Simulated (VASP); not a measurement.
Write the native input for VASP 6.6.1 that does the following.

* Task: single point
* Functional: PBEsol
* Potentials or basis: VASP PAW PBE potentials, release 64 (Co, O)
* Cutoff: 520 eV
* k mesh: 20 × 20 × 20
* Occupations: gaussian, width 0.15 eV
* Spin: collinear spin, ferromagnetic start
* Starting moments: [2.74, 0.37] μB
* Dipole correction: no
* Further INCAR settings: ALGO = Fast; EDIFF = 1e-06; NBANDS = 18

The structure of CoO lies in POSCAR:

```
CoO
1.0
    0.0133218750      2.1315000000      2.1315000000
    2.1315000000      0.0133218750      2.1315000000
    2.1448218750      2.1448218750      0.0000000000
Co O
1 1
Direct
    0.0000000000      0.0000000000      0.0000000000
    0.5000000000      0.5000000000      0.5000000000
```

This cell differs from its parent crystal: strain +0.0125 x Voigt [0, 0, 0, 0, 0, 1].

These files were run (other wordings do the same):

INCAR

```
PREC = Accurate ; ENCUT = 520
EDIFF = 1E-6 ; ISMEAR = 0
SIGMA = 0.15 ; LREAL = F
LASPH = T ; NELM = 150
ALGO = Fast ; ISIF = 2
LWAVE = F ; LCHARG = F
ISPIN = 2 ; MAGMOM = 2.74 0.37
LORBIT = 11 ; LMAXMIX = 4
GGA = PS ; NBANDS = 18
```

KPOINTS

```
regular mesh
0
Gamma
  20 20 20
```

Potentials or basis: VASP PAW PBE potentials, release 64 (Co, O).

Run with:

```console
$ cat potpaw_PBE.64/Co/POTCAR potpaw_PBE.64/O/POTCAR > POTCAR
$ mpirun -np 1 vasp_std > vasp.out
```

Results of the run:

```yaml
Pressure: -11.3 GPa
Net_moment: 2.93 μB per cell
Site_moments: Co +2.56; O +0.31 μB
Valence_electrons_inside_the_program's_atomic_spheres: Co 7.80; O 4.95
```

Caveat: the cell differs from its parent crystal (strain +0.0125 x Voigt [0, 0, 0, 0, 0, 1]); the cell stands under tension; the PAW data sets were made with another functional, which shifts forces and pressure a little; a cell with one magnetic atom can't hold antiferromagnetic order, which such compounds often take.

Wall time 33 min on 1 thread of Oxide Virtual Turin-like Processor, on a shared host, peak memory 0.62 GiB.
